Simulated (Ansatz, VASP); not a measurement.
SiO2 in VASP and in Ansatz

The input INCAR:

```
SYSTEM = SiO2
PREC = Accurate
ENCUT = 520
EDIFF = 1E-6
ISMEAR = 0
SIGMA = 0.05
LREAL = .False.
LASPH = .True.
NELM = 60
ALGO = Normal
ISIF = 2
LWAVE = .False.
LCHARG = .False.
GGA = PE
NBANDS = 25
```

The input KPOINTS:

```
Automatic mesh
0
Gamma
  6 6 8
  0 0 0
```

File POSCAR:

```
SiO2
1.0
    4.2358788266      0.0000000000      0.0000000000
    0.0000000000      3.9393673087      0.0000000000
    0.0000000000      0.0000000000      2.6897743046
Si O
2 4
Direct
    0.5000000000      0.5000000000      0.5000000000
    0.0000000000      0.0000000000      0.0000000000
    0.6650682551      0.7209573303      0.0000000000
    0.1650682551      0.7790426697      0.5000000000
    0.3349317449      0.2790426697      0.0000000000
    0.8349317449      0.2209573303      0.5000000000
```

Input for Ansatz:

```yaml
crystal:
  lattice:
    - [4.2358788266, 0.0, 0.0]
    - [0.0, 3.9393673087, 0.0]
    - [0.0, 0.0, 2.6897743046]
  atoms:
    - { symbol: Si, position: [0.5, 0.5, 0.5] }
    - { symbol: Si, position: [0.0, 0.0, 0.0] }
    - { symbol: O, position: [0.6650682551, 0.7209573303, 0.0] }
    - { symbol: O, position: [0.1650682551, 0.7790426697, 0.5] }
    - { symbol: O, position: [0.3349317449, 0.2790426697, 0.0] }
    - { symbol: O, position: [0.8349317449, 0.2209573303, 0.5] }
basis:
  ecutwfc: 520.0
kpoints:
  mp_grid: { grid: [6, 6, 8] }
hamiltonian:
  xc: pbe
  pseudopotentials: { kind: paw, azcp: { folder: soft_1 } }
scf:
  occupations: { method: gaussian, width: 0.05 }
output:
  forces: true
  stress: true
  eigenvalues: true
```

Change from the starting cell: mode 4 frozen in at -0.167 Å, normal strain along y -0.0700.

Alike in both runs: task single point; functional PBE; k mesh 6 × 6 × 8; occupations gaussian, width 0.05 eV; no spin polarisation.

|  | VASP | Ansatz |
| --- | --- | --- |
| version | VASP 6.6.1 | Ansatz 0.2.0 |
| potentials or method | VASP PAW PBE potentials, release 64 (Si, O), cutoff 520 eV | scalar-relativistic, plane waves, PAW |
| valence electrons in the cell | 32 | 32 |

|  | VASP | Ansatz | Ansatz less VASP |
| --- | --- | --- | --- |
| gap on the k mesh at the Fermi level (eV) | 6.48 | 6.49 | +0.016 |
| least direct gap on the mesh (eV) | 6.48 | 6.49 | +0.016 |
| pressure (GPa) | 21.3 | 21.0 | -0.29 |
| traceless stress, the component that is largest in VASP (GPa) | 11.62 | 11.87 | +0.250 |
| rms of the force components (eV/Å) | 0.422 | 0.414 | -0.0078 |

Atom by atom the forces differ by 0.008 eV/Å (rms over components).
